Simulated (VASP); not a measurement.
# Ta (P6_3/mmc) in VASP: a series of runs

Ta is run at these levels: r2SCAN; tasks: single point.

Everything below comes from runs of VASP 6.6.1. Logs are shortened: lines on timing, memory, paths and dates and some standing lists are left out, and cuts for length are marked.

## Step 1: The cell of the first run

Symmetry: P6_3/mmc, No. 194, hexagonal system. The conventional cell has a = 2.900 Å, b = 2.900 Å, c = 5.166 Å, α = 90.00°, β = 90.00°, γ = 120.00°. Within 3.8 Å of Ta (site symmetry -6m2) lie 12 Ta at 2.90 to 3.08 Å.

## Step 2: Single point, r2SCAN

Input file POSCAR:

```
Ta
1.0
    2.9003720000      0.0000000000      0.0000000000
   -1.4501860000      2.5117960000      0.0000000000
    0.0000000000      0.0000000000      5.1662740000
Ta
2
Direct
    0.6666666667      0.3333333333      0.7500000000
    0.3333333333      0.6666666667      0.2500000000
```

Input file INCAR.step1:

```
ALGO = Normal ; EDIFF = 1E-4
ENCUT = 520 ; GGA = PE
ISMEAR = 1 ; LASPH = True
LCHARG = False ; LREAL = False
LWAVE = True ; NBANDS = 18
NELM = 60 ; PREC = Accurate
SIGMA = 0.25
```

Input file INCAR.step2:

```
ALGO = Normal ; EDIFF = 1E-7
ENCUT = 520 ; ISIF = 2
ISMEAR = 1 ; ISTART = 1
LASPH = True ; LCHARG = False
LMIXTAU = True ; LREAL = False
LWAVE = False ; METAGGA = R2SCAN
NBANDS = 18 ; NELM = 60
PREC = Accurate ; SIGMA = 0.25
```

Input file KPOINTS:

```
k-points
0
Gamma
  13 13 7
```

Potentials or basis: VASP PAW PBE potentials, release 64 (Ta_pv).

Command:

```bash
cat potpaw_PBE.64/Ta_pv/POTCAR > POTCAR
cp INCAR.step1 INCAR
mpirun -np 1 vasp_std > vasp.out
cp INCAR.step2 INCAR
mpirun -np 1 vasp_std > vasp.out
```

OUTCAR:

```text
EDIFF = 1E-7
   ENCUT = 520
   ISIF = 2
   ISMEAR = 1
   ISTART = 1
   LASPH = True
   LREAL = False
   METAGGA = R2SCAN
   NELM = 60
   PREC = Accurate

 ion  position               nearest neighbor table
   1  0.667  0.333  0.750-   2 3.08   2 3.08   2 3.08   2 3.08   2 3.08   2 3.08
   2  0.333  0.667  0.250-   1 3.08   1 3.08   1 3.08   1 3.08   1 3.08   1 3.08

  LATTYP: Found a hexagonal cell.
 ALAT       =     2.9003720000
 C/A-ratio  =     1.7812453023

  Lattice vectors:

 A1 = (   2.9003720000,   0.0000000000,   0.0000000000)
 A2 = (  -1.4501860000,   2.5117960000,   0.0000000000)
 A3 = (   0.0000000000,   0.0000000000,   5.1662740000)

Analysis of symmetry for initial positions (statically):
=====================================================================
 Subroutine PRICEL returns:
 Original cell was already a primitive cell.

 Routine SETGRP: Setting up the symmetry group for a
 hexagonal supercell.

 Subroutine GETGRP returns: Found 24 space group operations
 (whereof 12 operations were pure point group operations)
 out of a pool of 24 trial point group operations.

The static configuration has the point symmetry D_3d.
 The point group associated with its full space group is D_6h.

Analysis of symmetry for dynamics (positions and initial velocities):
=====================================================================
 Subroutine PRICEL returns:
 Original cell was already a primitive cell.

 Routine SETGRP: Setting up the symmetry group for a
 hexagonal supercell.

 Subroutine GETGRP returns: Found 24 space group operations
 (whereof 12 operations were pure point group operations)
 out of a pool of 24 trial point group operations.

The dynamic configuration has the point symmetry D_3d.
 The point group associated with its full space group is D_6h.

 Subroutine INISYM returns: Found 24 space group operations
 (whereof 12 operations are pure point group operations),
 and found     1 'primitive' translations

----------------------------------------------------------------------------------------

                                     Primitive cell

  volume of cell :      37.6370

  direct lattice vectors                    reciprocal lattice vectors
     2.900372000  0.000000000  0.000000000     0.344783359  0.199060752  0.000000000
    -1.450186000  2.511796000  0.000000000     0.000000000  0.398121503  0.000000000
     0.000000000  0.000000000  5.166274000     0.000000000  0.000000000  0.193563098

  length of vectors
     2.900372000  2.900372145  5.166274000     0.398121523  0.398121503  0.193563098

  position of ions in fractional coordinates (direct lattice)
     0.666666667  0.333333333  0.750000000
     0.333333333  0.666666667  0.250000000

  ion indices of the primitive-cell ions
   primitive index   ion index
                 1           1
                 2           2

----------------------------------------------------------------------------------------

 KPOINTS: k-points

Automatic generation of k-mesh.
 Grid dimensions read from file:
 generate k-points for:   13   13    7

 Generating k-lattice:

  Cartesian coordinates                     Fractional coordinates (reciprocal lattice)
     0.026521797  0.015312366  0.000000000     0.076923077  0.000000000  0.000000000
     0.000000000  0.030624731  0.000000000     0.000000000  0.076923077  0.000000000
     0.000000000  0.000000000  0.027651871     0.000000000  0.000000000  0.142857143

  Length of vectors
     0.030624733  0.030624731  0.027651871

  Shift w.r.t. Gamma in fractional coordinates (k-lattice)
     0.000000000  0.000000000  0.000000000

 Subroutine IBZKPT returns following result:
 ===========================================

 Found     84 irreducible k-points:

 Following reciprocal coordinates:
            Coordinates               Weight
  0.000000  0.000000  0.000000      1.000000
  0.076923  0.000000  0.000000      6.000000
  0.153846  0.000000  0.000000      6.000000
  0.230769  0.000000  0.000000      6.000000
  0.307692  0.000000  0.000000      6.000000
  0.384615  0.000000  0.000000      6.000000
[... 16 lines left out ...]
  0.076923  0.000000  0.142857     12.000000
  0.153846  0.000000  0.142857     12.000000
 [... further k-points ...]
   k-points           NKPTS =     84   k-points in BZ     NKDIM =     84   number of bands    NBANDS=     18
   number of dos      NEDOS =    301   number of ions     NIONS =      2
   total plane-waves  NPLWV =  23040
   dimension x,y,z NGX =    24 NGY =   24 NGZ =   40
   dimension x,y,z NGXF=    48 NGYF=   48 NGZF=   80
   ions per type =               2
   NGX,Y,Z   is equivalent  to a cutoff of  13.76, 13.76, 12.87 a.u.
   NGXF,Y,Z  is equivalent  to a cutoff of  27.51, 27.51, 25.74 a.u.
 SYSTEM =  unknown system
   PREC   = accura    normal or accurate (medium, high low for compatibility)
   ISTART =      1    job   : 0-new  1-cont  2-samecut
   ICHARG =      0    charge: 1-file 2-atom 10-const
[... 89 lines left out ...]
      2     -29.6212      2.00000
      3     -29.5394      2.00000
      4     -29.5065      2.00000
      5     -29.4446      2.00000
      6     -29.3406      2.00000
[... 10 lines left out ...]
     17      11.1778      0.00000
     18      12.4086      0.00000

 k-point     4 :       0.2308    0.0000    0.0000
  band No.  band energies     occupation
      1     -30.1883      2.00000
      2     -29.8664      2.00000
      3     -29.7793      2.00000
      4     -29.5227      2.00000
      5     -29.5086      2.00000
      6     -29.3881      2.00000
[... 10 lines left out ...]
     17      11.2954      0.00000
     18      13.6138      0.00000

 k-point     5 :       0.3077    0.0000    0.0000
  band No.  band energies     occupation
      1     -30.1212      2.00000
      2     -30.0861      2.00000
      3     -30.0227      2.00000
      4     -29.5747      2.00000
      5     -29.5505      2.00000
      6     -29.4390      2.00000
[... 10 lines left out ...]
     17      11.3359      0.00000
     18      13.7447      0.00000

 k-point     6 :       0.3846    0.0000    0.0000
  band No.  band energies     occupation
      1     -30.3276      2.00000
      2     -30.2172      2.00000
      3     -29.9852      2.00000
      4     -29.6282      2.00000
      5     -29.5893      2.00000
      6     -29.4815      2.00000
[... 10 lines left out ...]
     17      11.3300      0.00000
     18      13.6745      0.00000

 k-point     7 :       0.4615    0.0000    0.0000
  band No.  band energies     occupation
      1     -30.4421      2.00000
      2     -30.3245      2.00000
      3     -29.9137      2.00000
      4     -29.6581      2.00000
      5     -29.6255      2.00000
      6     -29.5055      2.00000
[... 10 lines left out ...]
     17      12.2365      0.00000
     18      13.4053      0.00000

 k-point     8 :       0.0769    0.0769    0.0000
  band No.  band energies     occupation
      1     -30.2926      2.00000
      2     -29.5560      2.00000
      3     -29.5037      2.00000
      4     -29.4987      2.00000
      5     -29.4165      2.00000
      6     -29.3370      2.00000
[... 10 lines left out ...]
     17      11.0542      0.00000
     18      12.1623      0.00000
[... 229 lines left out ...]
     17      13.6502      0.00000
     18      14.4055      0.00000

 k-point    20 :       0.3846    0.2308    0.0000
  band No.  band energies     occupation
      1     -30.2970      2.00000
      2     -30.1855      2.00000
      3     -29.9475      2.00000
      4     -29.8204      2.00000
      5     -29.8161      2.00000
      6     -29.6842      2.00000
[... 10 lines left out ...]
     17      13.5225      0.00000
     18      13.8558      0.00000

 k-point    21 :       0.3077    0.3077    0.0000
  band No.  band energies     occupation
      1     -30.2186      2.00000
      2     -30.1282      2.00000
      3     -30.0322      2.00000
      4     -29.9257      2.00000
      5     -29.7896      2.00000
      6     -29.7086      2.00000
[... 10 lines left out ...]
     17      13.2391      0.00000
     18      13.4429      0.00000

 k-point    22 :       0.0000    0.0000    0.1429
  band No.  band energies     occupation
      1     -30.3109      2.00000
      2     -29.5415      2.00000
      3     -29.3763      2.00000
      4     -29.3763      2.00000
      5     -29.3002      2.00000
      6     -29.3002      2.00000
[... 10 lines left out ...]
     17      10.8846      0.00000
     18      10.8846      0.00000

 k-point    23 :       0.0769    0.0000    0.1429
  band No.  band energies     occupation
      1     -30.2926      2.00000
      2     -29.5460      2.00000
      3     -29.4398      2.00000
      4     -29.3933      2.00000
      5     -29.3624      2.00000
      6     -29.3122      2.00000
[... 10 lines left out ...]
     17      10.9582      0.00000
     18      11.2302      0.00000

 k-point    24 :       0.1538    0.0000    0.1429
  band No.  band energies     occupation
      1     -30.2411      2.00000
      2     -29.6177      2.00000
      3     -29.5878      2.00000
      4     -29.4980      2.00000
      5     -29.4395      2.00000
      6     -29.3458      2.00000
[... 10 lines left out ...]
     17      11.0824      0.00000
     18      11.9619      0.00000

 [... further k-points ...]
[... 5 lines left out ...]
  --------------------------------------------------------------------------------------
  -------------------------------------------------------------------------------------
  Total       -0.5553694     -0.5553695     -0.8683725      0.0000000      0.0000000      0.0000000
  in kB      -23.6416079    -23.6416111    -36.9658892      0.0000000      0.0000000      0.0000000
  external PRESSURE =     -28.0830361 kB  Pullay stress =       0.0000000 kB

 VOLUME and BASIS-vectors are now :
 -----------------------------------------------------------------------------
  energy-cutoff  :      520.00
  volume of cell :       37.64
      direct lattice vectors                 reciprocal lattice vectors
     2.900372000  0.000000000  0.000000000     0.344783359  0.199060752  0.000000000
    -1.450186000  2.511796000  0.000000000     0.000000000  0.398121503  0.000000000
     0.000000000  0.000000000  5.166274000     0.000000000  0.000000000  0.193563098

 POSITION                                       TOTAL-FORCE (eV/Angst)
 -----------------------------------------------------------------------------------
      1.45019      0.83727      3.87471         0.000000     -0.000000      0.000000
     -0.00000      1.67453      1.29157        -0.000000      0.000000      0.000000
 -----------------------------------------------------------------------------------
    total drift:                                0.000000     -0.000000      0.000000

  FREE ENERGIE OF THE ION-ELECTRON SYSTEM (eV)
  ---------------------------------------------------
  free  energy   TOTEN  =       -96.5497713562 eV

  energy  without entropy=      -96.5531246410  energy(sigma->0) =      -96.55088912
```

It took 3.2 min on 1 thread of Intel Xeon 6975P-C, shared host; peak memory 0.2 GiB.

What came out:

| Quantity | Value |
| --- | --- |
| Free energy | -96.5498 eV |
| Pressure | -2.8 GPa |
| Band gap on the k mesh | zero (band 11 reaches 6.44 eV, above the bottom of band 12 at 4.77 eV) |

Stress tensor (GPa, compression positive):
```
-2.36  0.00  0.00
 0.00 -2.36  0.00
 0.00  0.00 -3.70
```

Caveat: the PAW data sets were made with another functional, which shifts forces and pressure a little; spin-orbit coupling is left out, which moves the levels of the heavy elements.

## Step 3: Single point, r2SCAN

POSCAR is that of step 2.

Input file INCAR.step1:

```
SYSTEM = Ta
  ALGO = Normal
  EDIFF = 1E-4
  ENCUT = 520
  GGA = PE
  ISMEAR = 1
  LASPH = .True.
  LCHARG = .False.
  LREAL = .False.
  LWAVE = .True.
  NBANDS = 18
  NELM = 100
  PREC = Accurate
  SIGMA = 0.15
```

Input file INCAR.step2:

```
SYSTEM = Ta
  ALGO = Normal
  EDIFF = 1E-6
  ENCUT = 520
  ISIF = 2
  ISMEAR = 1
  ISTART = 1
  LASPH = .True.
  LCHARG = .False.
  LMIXTAU = .True.
  LREAL = .False.
  LWAVE = .False.
  METAGGA = R2SCAN
  NBANDS = 18
  NELM = 100
  PREC = Accurate
  SIGMA = 0.15
```

Input file KPOINTS:

```
k-points
0
Gamma
  13 13 7
  0 0 0
```

Potentials or basis: VASP PAW PBE potentials, release 64 (Ta_pv).

Command:

```bash
cat potpaw_PBE.64/Ta_pv/POTCAR > POTCAR
cp INCAR.step1 INCAR
mpirun -np 1 vasp_std > vasp.out
cp INCAR.step2 INCAR
mpirun -np 1 vasp_std > vasp.out
```

Wall time 3 min (1 thread of Intel Xeon 6975P-C, shared host); peak memory 0.2 GiB.

Results (log left out):

- Free energy: -96.5510 eV
- Pressure: -2.8 GPa
- Band gap on the k mesh: zero (band 11 reaches 6.44 eV, above the bottom of band 12 at 4.77 eV)

Stress tensor (GPa, compression positive):
```
-2.25  0.00  0.00
 0.00 -2.25  0.00
 0.00  0.00 -3.75
```

Levels at points of the mesh, in eV from the Fermi level:
```csv
k point,band 9,band 10,band 11,band 12,band 13,band 14
"(0.00, 0.00, 0.00)",-0.57,-0.34,0.72,0.72,1.30,1.30
```

Caveat: the PAW data sets were made with another functional, which shifts forces and pressure a little; spin-orbit coupling is left out, which moves the levels of the heavy elements.

## Step 4: Single point, r2SCAN

POSCAR is that of step 3.

Input file INCAR.step1:

```
PREC = Accurate
ENCUT = 520
ISMEAR = 1
SIGMA = 0.1
LREAL = False
LASPH = True
NELM = 100
NBANDS = 18
GGA = PE
ALGO = Normal
EDIFF = 1E-4
LWAVE = True
LCHARG = False
```

Input file INCAR.step2:

```
PREC = Accurate
ENCUT = 520
EDIFF = 1E-7
ISMEAR = 1
SIGMA = 0.1
LREAL = False
LASPH = True
NELM = 100
ALGO = Normal
ISIF = 2
LWAVE = False
LCHARG = False
METAGGA = R2SCAN
LMIXTAU = True
NBANDS = 18
ISTART = 1
```

Input file KPOINTS:

```
regular mesh
0
Gamma
  13 13 7
```

Command:

```bash
cat potpaw_PBE.64/Ta_pv/POTCAR > POTCAR
cp INCAR.step1 INCAR
mpirun -np 1 vasp_std > vasp.out
cp INCAR.step2 INCAR
mpirun -np 1 vasp_std > vasp.out
```

Run time: 2.7 min. Hardware: 1 thread of Intel Xeon 6975P-C, shared host; peak memory 0.2 GiB.

The run converged. Its results:

```yaml
Free_energy: -96.5514 eV
Pressure: -2.7 GPa
Band_gap_on_the_k_mesh: zero (band 11 reaches 6.44 eV, above the bottom of band 12 at 4.77 eV)
```

Stress tensor (GPa, compression positive):
```
-2.26  0.00  0.00
 0.00 -2.26  0.00
 0.00  0.00 -3.71
```

Levels at points of the mesh, in eV from the Fermi level:
| k point | band 9 | band 10 | band 11 | band 12 | band 13 | band 14 |
| --- | --- | --- | --- | --- | --- | --- |
| (0.00, 0.00, 0.00) | -0.56 | -0.33 | 0.73 | 0.73 | 1.31 | 1.31 |

Caveat: the PAW data sets were made with another functional, which shifts forces and pressure a little; spin-orbit coupling is left out, which moves the levels of the heavy elements.

## Step 5: Single point, r2SCAN

POSCAR is that of step 4.

Input file INCAR.step1:

```
PREC = Accurate ; ENCUT = 520
ISMEAR = 1 ; SIGMA = 0.05
LREAL = False ; LASPH = True
NELM = 60 ; NBANDS = 18
GGA = PE ; ALGO = Normal
EDIFF = 1E-4 ; LWAVE = True
LCHARG = False
```

Input file INCAR.step2:

```
PREC = Accurate ; ENCUT = 520
EDIFF = 1E-7 ; ISMEAR = 1
SIGMA = 0.05 ; LREAL = False
LASPH = True ; NELM = 60
ALGO = Normal ; ISIF = 2
LWAVE = False ; LCHARG = False
METAGGA = R2SCAN ; LMIXTAU = True
NBANDS = 18 ; ISTART = 1
```

Input file KPOINTS:

```
Automatic mesh
0
Gamma
  13 13 7
```

Command:

```bash
cat potpaw_PBE.64/Ta_pv/POTCAR > POTCAR
cp INCAR.step1 INCAR
mpirun -np 1 vasp_std > vasp.out
cp INCAR.step2 INCAR
mpirun -np 1 vasp_std > vasp.out
```

Run time: 2.8 min. Hardware: 1 thread of Intel Xeon 6975P-C, shared host; peak memory 0.2 GiB.

It converged, with:

```yaml
Free_energy: -96.5517 eV
Pressure: -2.8 GPa
Band_gap_on_the_k_mesh: zero (band 11 reaches 6.44 eV, above the bottom of band 12 at 4.77 eV)
```

Stress tensor (GPa, compression positive):
```
-2.33  0.00  0.00
 0.00 -2.33  0.00
 0.00  0.00 -3.67
```

Levels at points of the mesh, in eV from the Fermi level:
| k point | band 8 | band 9 | band 10 | band 11 | band 12 | band 13 | band 14 | band 15 |
| --- | --- | --- | --- | --- | --- | --- | --- | --- |
| (0.00, 0.00, 0.00) | -5.11 | -0.55 | -0.32 | 0.74 | 0.74 | 1.32 | 1.32 | 3.30 |

Caveat: the PAW data sets were made with another functional, which shifts forces and pressure a little; spin-orbit coupling is left out, which moves the levels of the heavy elements.

## Step 6: Single point, r2SCAN

POSCAR is that of step 5.

Input file INCAR.step1:

```
PREC = Accurate
ENCUT = 520
ISMEAR = 1
SIGMA = 0.025
LREAL = F
LASPH = T
NELM = 60
NBANDS = 18
GGA = PE
ALGO = Normal
EDIFF = 1E-4
LWAVE = T
LCHARG = F
```

Input file INCAR.step2:

```
PREC = Accurate
ENCUT = 520
EDIFF = 1E-6
ISMEAR = 1
SIGMA = 0.025
LREAL = F
LASPH = T
NELM = 60
ALGO = Normal
ISIF = 2
LWAVE = F
LCHARG = F
METAGGA = R2SCAN
LMIXTAU = T
NBANDS = 18
ISTART = 1
```

Input file KPOINTS:

```
regular mesh
0
Gamma
  13 13 7
```

Potentials or basis: VASP PAW PBE potentials, release 64 (Ta_pv).

Command:

```bash
cat potpaw_PBE.64/Ta_pv/POTCAR > POTCAR
cp INCAR.step1 INCAR
mpirun -np 1 vasp_std > vasp.out
cp INCAR.step2 INCAR
mpirun -np 1 vasp_std > vasp.out
```

It took 2.7 min on 1 thread of Intel Xeon 6975P-C, shared host; peak memory 0.2 GiB.

The run converged. Its results:

```
Free energy            : -96.5517 eV
Pressure               : -2.8 GPa
Band gap on the k mesh : zero (band 11 reaches 6.44 eV, above the bottom of band 12 at 4.77 eV)
```

Stress tensor (GPa, compression positive):
```
-2.30  0.00  0.00
 0.00 -2.30  0.00
 0.00  0.00 -3.70
```

Levels at points of the mesh, in eV from the Fermi level:
```csv
k point,band 8,band 9,band 10,band 11,band 12,band 13,band 14,band 15
"(0.00, 0.00, 0.00)",-5.11,-0.55,-0.32,0.74,0.74,1.32,1.32,3.30
```

Caveat: the PAW data sets were made with another functional, which shifts forces and pressure a little; spin-orbit coupling is left out, which moves the levels of the heavy elements.

## Step 7: Summary

```csv
smearing,gap on the mesh (eV),pressure (GPa)
methfessel-paxton 0.25 eV,none,-2.8
methfessel-paxton 0.15 eV,none,-2.8
methfessel-paxton 0.1 eV,none,-2.7
methfessel-paxton 0.05 eV,none,-2.8
methfessel-paxton 0.025 eV,none,-2.8
```

Alike in all rows: task single point; level r2SCAN; potentials or basis VASP PAW PBE potentials, release 64 (Ta_pv); no spin polarisation; cell as given; k mesh 13 × 13 × 7; cutoff (eV) 520.

Every run on the cell as given and a fine mesh finds a metal.

Caveats: the PAW data sets were made with another functional, which shifts forces and pressure a little; spin-orbit coupling is left out, which moves the levels of the heavy elements.

Total energies depend on the potentials used, so only differences within one code and one set of settings carry meaning.
